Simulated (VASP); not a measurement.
Set up this calculation in VASP 6.6.1, as the native input.

* Task: single point
* Functional: LDA
* Potentials or basis: VASP PAW LDA potentials, release 64 (Cs_sv, H)
* Cutoff: 520 eV
* k mesh: 6 × 6 × 6
* Occupations: gaussian, width 0.02 eV
* Spin: no spin polarisation
* Dipole correction: no
* Further INCAR settings: ALGO = Normal; EDIFF = 1e-07; NBANDS = 18

The structure of CsH lies in POSCAR:

```
CsH
1.0
    3.1121405956      3.1121405956      0.0000000000
   -3.1121405956      3.1121405956      0.0000000000
    0.0000000000      0.0000000000      6.2242811912
Cs H
2 2
Direct
    0.0000000000      0.0000000000      0.0000000000
    0.5000000000      0.5000000000      0.5000000000
    0.5000000000      0.5000000000      0.0000000000
    0.0000000000      0.0000000000      0.5000000000
```

This cell differs from its parent crystal: equal strain along all axes, cell held: +2.0 %.

One way to write it, as run:

INCAR

```
PREC = Accurate ; ENCUT = 520
EDIFF = 1E-7 ; ISMEAR = 0
SIGMA = 0.02 ; LREAL = False
LASPH = True ; NELM = 60
ALGO = Normal ; ISIF = 2
LWAVE = False ; LCHARG = False
NBANDS = 18
```

KPOINTS

```
Automatic mesh
0
Gamma
  6 6 6
```

Potentials or basis: VASP PAW LDA potentials, release 64 (Cs_sv, H).

The run is started by

```bash
$ cat potpaw_LDA.64/Cs_sv/POTCAR potpaw_LDA.64/H/POTCAR > POTCAR
$ mpirun -np 1 vasp_std > vasp.out
```

It gave:

The pressure is -0.6 GPa and the band gap on the k mesh is 1.83 eV.

Caveat: the cell differs from its parent crystal (equal strain along all axes, cell held: +2.0 %); spin-orbit coupling is left out, which moves the levels of the heavy elements.

Wall time 54 s on 1 thread of Intel(R) Xeon(R) Platinum 8488C (Sapphire Rapids), with other jobs on the host, peak memory 0.24 GiB.
